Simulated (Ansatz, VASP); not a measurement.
# One calculation of RbBr, two programs

File INCAR:

```
SYSTEM = RbBr
PREC = Accurate ; ENCUT = 520
EDIFF = 1E-6 ; ISMEAR = 0
SIGMA = 0.05 ; LREAL = .False.
LASPH = .True. ; NELM = 80
ALGO = Normal ; ISIF = 2
LWAVE = .False. ; LCHARG = .True.
GGA = PE ; LELF = .True.
LVHAR = .True. ; NBANDS = 15
```

KPOINTS

```
regular mesh
0
Gamma
  7 7 7
  0 0 0
```

Contents of POSCAR:

```
RbBr
1.0
    0.0000000000      3.4270000000      3.4270000000
    3.4270000000      0.0000000000      3.4270000000
    3.4270000000      3.4270000000      0.0000000000
Rb Br
1 1
Direct
    0.0000000000      0.0000000000      0.0000000000
    0.5000000000      0.5000000000      0.5000000000
```

The input input.yaml:

```yaml
crystal:
  lattice:
    - [0.0, 3.427, 3.427]
    - [3.427, 0.0, 3.427]
    - [3.427, 3.427, 0.0]
  atoms:
    - { symbol: Rb, position: [0.0, 0.0, 0.0] }
    - { symbol: Br, position: [0.5, 0.5, 0.5] }
kpoints:
  mp_grid: { grid: [7, 7, 7] }
scf:
  occupations: { method: gaussian, width: 0.05 }
hamiltonian:
  xc: pbe
  pseudopotentials: { kind: all_electron, lapw: { basis_error: 0.001 } }
output:
  forces: true
  stress: true
  eigenvalues: true
```

Alike in both runs: task single point; functional PBE; k mesh 7 × 7 × 7; occupations gaussian, width 0.05 eV; no spin polarisation.

```csv
,VASP,Ansatz
version,VASP 6.6.1,Ansatz 0.2.0
potentials or method,"VASP PAW PBE potentials, release 64 (Rb_sv, Br), cutoff 520 eV","all-electron LAPW, scalar-relativistic"
```

|  | VASP | Ansatz | Ansatz less VASP |
| --- | --- | --- | --- |
| gap on the k mesh at the Fermi level (eV) | 4.36 | 4.36 | +0.003 |
| least direct gap on the mesh (eV) | 4.36 | 4.36 | +0.003 |
| pressure (GPa) | 1.0 | 1.0 | -0.03 |

Ansatz ran all-electron here, and VASP with PAW potentials.
